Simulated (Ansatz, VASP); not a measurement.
## One calculation of Ca, two programs

```xyz
2
Lattice="3.9800 0.0000 0.0000 -1.9900 3.4468 0.0000 0.0000 0.0000 6.5200" Properties=species:S:1:pos:R:3 pbc="T T T"
Ca    0.0000    2.2979    1.6300
Ca    1.9900    1.1489    4.8900
```

Alike in both runs: task single point; functional PBEsol; k mesh 11 × 11 × 6; occupations fermi-dirac, width 0.08 eV; no spin polarisation.

|  | VASP | Ansatz |
| --- | --- | --- |
| version | VASP 6.6.1 | Ansatz 0.2.0 |
| potentials or method | VASP PAW PBE potentials, release 64 (Ca_sv), cutoff 520 eV | all-electron LAPW, scalar-relativistic |

```tsv
	VASP	Ansatz	Ansatz less VASP
pressure (GPa)	-1.4	-1.4	-0.01
```

VASP's potentials were made for PBE, not for PBEsol. Ansatz ran all-electron here, and VASP with PAW potentials.
